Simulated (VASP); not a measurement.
A run of VASP 6.6.1 is set up as follows.

Contents of INCAR:

```
PREC = Accurate
ENCUT = 520
EDIFF = 1E-7
ISMEAR = 0
SIGMA = 0.1
LREAL = F
LASPH = T
NELM = 100
ALGO = Normal
ISIF = 2
LWAVE = F
LCHARG = T
GGA = PE
LELF = T
LVHAR = T
NBANDS = 21
```

Contents of KPOINTS:

```
regular mesh
0
Gamma
  14 14 10
```

Contents of POSCAR:

```
Ge
1.0
   -2.4805672272      2.6845414992      1.5065258343
    2.4878381790     -2.6270636192      1.4131205582
    2.5425444041      2.6854177144     -1.4004913143
Ge
2
Direct
    0.1739126385      0.9037935025      0.2523980593
    0.8260873615      0.0962064975      0.7476019407
```

Potentials or basis: VASP PAW PBE potentials, release 64 (Ge_d).

Command:

```sh
$ cat potpaw_PBE.64/Ge_d/POTCAR > POTCAR
$ mpirun -np 1 vasp_std > vasp.out
```

Problem. What does it give for the pressure?

Solution. -0.7 GPa.

Problem. What does it give for the band gap on the k mesh?

Solution. Zero (band 14 reaches 8.30 eV, above the bottom of band 15 at 3.09 eV).

Problem. Estimate the largest force.

Solution. 0.424 eV/Å.

Stress tensor (GPa, compression positive):
```
 0.74 -0.99  0.65
-0.99 -2.21 -1.13
 0.65 -1.13 -0.52
```

Caveat: the cell differs from its parent crystal (atoms moved at random and the cell strained at random).
